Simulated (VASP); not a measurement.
# Cd2Se5 (P4/mmm) in VASP: notebook, part 2 of 2

VASP 6.6.1.

## 5. Single point, PBE

This run uses another cell than the first one, of 40.49 Å³/atom, 1.423 times its volume.

Input file INCAR:

```
PREC = Accurate
ENCUT = 500
EDIFF = 1E-6
ISMEAR = 0
SIGMA = 0.2
LREAL = False
LASPH = True
NELM = 120
ALGO = Normal
ISIF = 2
LWAVE = False
LCHARG = True
GGA = PE
LELF = True
LVHAR = True
NBANDS = 36
GGA_COMPAT = False
```

Input file KPOINTS:

```
Automatic mesh
0
Gamma
  3 3 3
```

Input file POSCAR:

```
Cd2Se5
1.0
    7.3050411249      0.0000000000      0.0000000000
    0.0000000000      7.3050411249      0.0000000000
    0.0000000000      0.0000000000      5.3107834903
Cd Se
2 5
Direct
    0.5000000000      0.5000000000      0.0000000000
    0.0000000000      0.0000000000      0.5000000000
    0.2486695419      0.2486695419      0.0000000000
    0.7513304581      0.7513304581      0.0000000000
    0.7513304581      0.2486695419      0.0000000000
    0.2486695419      0.7513304581      0.0000000000
    0.0000000000      0.0000000000      0.0000000000
```

Potentials or basis: VASP PAW PBE potentials, release 64 (Cd, Se).

Command:

```console
cat potpaw_PBE.64/Cd/POTCAR potpaw_PBE.64/Se/POTCAR > POTCAR
mpirun -np 1 vasp_std > vasp.out
```

OUTCAR:

```text
PREC = Accurate
   ENCUT = 500
   EDIFF = 1E-6
   ISMEAR = 0
   LREAL = False
   LASPH = True
   NELM = 120
   ISIF = 2
   GGA = PE

 ion  position               nearest neighbor table
   1  0.500  0.500  0.000-   3 2.60   4 2.60   5 2.60   6 2.60
   2  0.000  0.000  0.500-   7 2.66   7 2.66
   3  0.249  0.249  0.000-   7 2.57   1 2.60
   4  0.751  0.751  0.000-   7 2.57   1 2.60
   5  0.751  0.249  0.000-   7 2.57   1 2.60
   6  0.249  0.751  0.000-   7 2.57   1 2.60
   7  0.000  0.000  0.000-   3 2.57   4 2.57   5 2.57   6 2.57   2 2.66   2 2.66

  LATTYP: Found a simple tetragonal cell.
 ALAT       =     7.3050411249
 C/A-ratio  =     0.7270025452

  Lattice vectors:

 A1 = (   7.3050411249,   0.0000000000,   0.0000000000)
 A2 = (   0.0000000000,   7.3050411249,   0.0000000000)
 A3 = (   0.0000000000,   0.0000000000,   5.3107834903)

Analysis of symmetry for initial positions (statically):
=====================================================================
 Subroutine PRICEL returns:
 Original cell was already a primitive cell.

 Routine SETGRP: Setting up the symmetry group for a
 simple tetragonal supercell.

 Subroutine GETGRP returns: Found 16 space group operations
 (whereof 16 operations were pure point group operations)
 out of a pool of 16 trial point group operations.

The static configuration has the point symmetry D_4h.

Analysis of symmetry for dynamics (positions and initial velocities):
=====================================================================
 Subroutine PRICEL returns:
 Original cell was already a primitive cell.

 Routine SETGRP: Setting up the symmetry group for a
 simple tetragonal supercell.

 Subroutine GETGRP returns: Found 16 space group operations
 (whereof 16 operations were pure point group operations)
 out of a pool of 16 trial point group operations.
[... 113 lines left out ...]
  volume/ion in A,a.u.               =      40.49       273.21
  Fermi-wavevector in a.u.,A,eV,Ry     =   0.942045  1.780206 12.074462  0.887448
  Thomas-Fermi vector in A             =   2.069615
   LORBIT       =      0    0 simple, 1 ext, 2 COOP (PROOUT), +10 PAW based schemes
   GGA     = PE    functional components
   LHFCALC =     F    Hartree Fock is set to
   AEXX    =    0.0000 exact exchange contribution
   IVDW    =     0    specifies the selected vdW correction
   LEPSILON=     F    determine dielectric tensor
   LRPA    =     F    only Hartree local field effects (RPA)
 non-spin polarized calculation
 Gauss-broadening in eV      SIGMA  =   0.20
  energy-cutoff  :      500.00
  volume of cell :      283.40
 maximum number of plane-waves:      7216
 NGX is ok and might be reduce to    54
   NGX = 27   NGY = 27   NGZ = 19

 number of electron      53.9999986 magnetization

 Free energy of the ion-electron system (eV)
  ---------------------------------------------------
  ext. energy  EPLUGINS =         0.00000000
  ---------------------------------------------------
  free energy    TOTEN  =       -15.37832381 eV

  energy without entropy =      -15.15934913  energy(sigma->0) =      -15.26883647

 E-fermi :  -0.7598     XC(G=0):  -7.0251

 val. band max:       -0.7894465258   @ k =   0.0000   0.0000   0.3333
 cond. band min:      -0.7038515219   @ k =   0.3333   0.3333   0.0000
 fundamental gap:      0.0855950039
 Fermi energy:        -0.7597574601

 k-point     1 :       0.0000    0.0000    0.0000
  band No.  band energies     occupation
      1     -15.8700      2.00000
      2     -12.7080      2.00000
      3     -12.7080      2.00000
      4     -12.3804      2.00000
      5     -12.2005      2.00000
      6      -9.1415      2.00000
[... 223 lines left out ...]
     35       4.3991      0.00000
     36       5.7229      0.00000

------------------------ aborting loop because EDIFF is reached ----------------------------------------

  FORCE on cell =-STRESS in cart. coord.  units (eV):
  Direction    XX          YY          ZZ          XY          YZ          ZX
  --------------------------------------------------------------------------------------
  -------------------------------------------------------------------------------------
  Total        1.3343879      1.3343879     -0.0064943      0.0000000      0.0000000      0.0000000
  in kB        7.5437756      7.5437756     -0.0367146      0.0000000      0.0000000      0.0000000
  external PRESSURE =       5.0169455 kB  Pullay stress =       0.0000000 kB

 VOLUME and BASIS-vectors are now :
 -----------------------------------------------------------------------------
  energy-cutoff  :      500.00
  volume of cell :      283.40
      direct lattice vectors                 reciprocal lattice vectors
     7.305041125  0.000000000  0.000000000     0.136891769  0.000000000  0.000000000
     0.000000000  7.305041125  0.000000000     0.000000000  0.136891769  0.000000000
     0.000000000  0.000000000  5.310783490     0.000000000  0.000000000  0.188296134

 POSITION                                       TOTAL-FORCE (eV/Angst)
 -----------------------------------------------------------------------------------
      3.65252      3.65252      0.00000        -0.000000      0.000000      0.000000
      0.00000      0.00000      2.65539        -0.000000      0.000000      0.000000
      1.81654      1.81654      0.00000        -0.002691     -0.002691      0.000000
      5.48850      5.48850      0.00000         0.002691      0.002691     -0.000000
      5.48850      1.81654      0.00000         0.002691     -0.002691      0.000000
      1.81654      5.48850      0.00000        -0.002691      0.002691     -0.000000
      0.00000      0.00000      0.00000        -0.000000      0.000000      0.000000
 -----------------------------------------------------------------------------------
    total drift:                                0.000000      0.000000      0.000000

  FREE ENERGIE OF THE ION-ELECTRON SYSTEM (eV)
  ---------------------------------------------------
  free  energy   TOTEN  =       -15.3783238091 eV

  energy  without entropy=      -15.1593491257  energy(sigma->0) =      -15.26883647
```

Run time: 84 s. Hardware: 1 thread of Intel Xeon 6975P-C, shared host; peak memory 0.35 GiB.

Results:

* Free energy: -15.3783 eV
* Pressure: 0.5 GPa
* Largest force: 0.004 eV/Å
* Band gap on the k mesh: zero (band 27 reaches -0.68 eV, above the bottom of band 28 at -0.87 eV)

Forces in eV/Å, atoms in the order of the input:
```
Cd   0.000  0.000  0.000
Cd   0.000  0.000  0.000
Se  -0.003 -0.003  0.000
Se   0.003  0.003  0.000
Se   0.003 -0.003  0.000
Se  -0.003  0.003  0.000
Se   0.000  0.000  0.000
```

Stress tensor (GPa, compression positive):
```
0.75 0.00 0.00
0.00 0.75 0.00
0.00 0.00 0.00
```

Caveat: the k points lie up to 0.39 Å⁻¹ apart.

## 6. The runs side by side

```tsv
cell	k mesh	gap on the mesh (eV)	pressure (GPa)	largest force (eV/Å)
a = 4.456, b = 4.456, c = 10.026 Å, 7 atoms	3 × 3 × 2	none	0.4	0.03
a = 6.614, b = 6.614, c = 5.071 Å, 7 atoms	3 × 3 × 3	none	0.3	0.02
a = 6.513, b = 6.513, c = 5.250 Å, 7 atoms	3 × 3 × 3	none	0.2	0.05
a = 7.305, b = 7.305, c = 5.311 Å, 7 atoms	3 × 3 × 3	none	0.5	-
```

Alike in all rows: task single point; level PBE; potentials or basis VASP PAW PBE potentials, release 64 (Cd, Se); no spin polarisation; cutoff (eV) 500; smearing gaussian 0.2 eV.

Caveats: all runs use coarse meshes.

Absolute energies hang on the potentials; compare differences alone.
